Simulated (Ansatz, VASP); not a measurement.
Be3Te2S in VASP and in Ansatz

```
S Be Te
1.0
    -1.87409    5.61368    2.63391
     1.87409   -5.61368    2.63391
     1.87409    5.61368   -2.63391
S Be Te
1 3 2
Direct
  0.99971 0.99971 0.00000
  0.20887 0.70887 0.50000
  0.62202 0.77175 0.85027
  0.92148 0.77175 0.14973
  0.33495 0.99897 0.33598
  0.66298 0.99897 0.66402
```

Alike in both runs: task single point; functional r2SCAN; k mesh 6 × 6 × 6; no spin polarisation.

```csv
,VASP,Ansatz
version,VASP 6.6.1,Ansatz 0.2.0
potentials or method,"VASP PAW PBE potentials, release 64 (S, Be, Te)","plane waves, PAW"
plane-wave cutoff (eV),520,500
occupations,"gaussian, width 0.01 eV",fixed
valence electrons in the cell,24,44
```

Ansatz gave:

```
gap on the k mesh at the Fermi level (eV) : 1.92
pressure (GPa)                            : 4.8
rms of the force components (eV/Å)        : 0.043
```

Which values does VASP return?

gap on the k mesh at the Fermi level (eV): 1.91; pressure (GPa): 5.1; rms of the force components (eV/Å): 0.048.

VASP's potentials were made for PBE, not for r2SCAN. VASP's potentials hold 24 valence electrons a cell and Ansatz's 44, so a difference there can come from the potentials and not from the codes.

Neither program's run includes spin-orbit coupling.
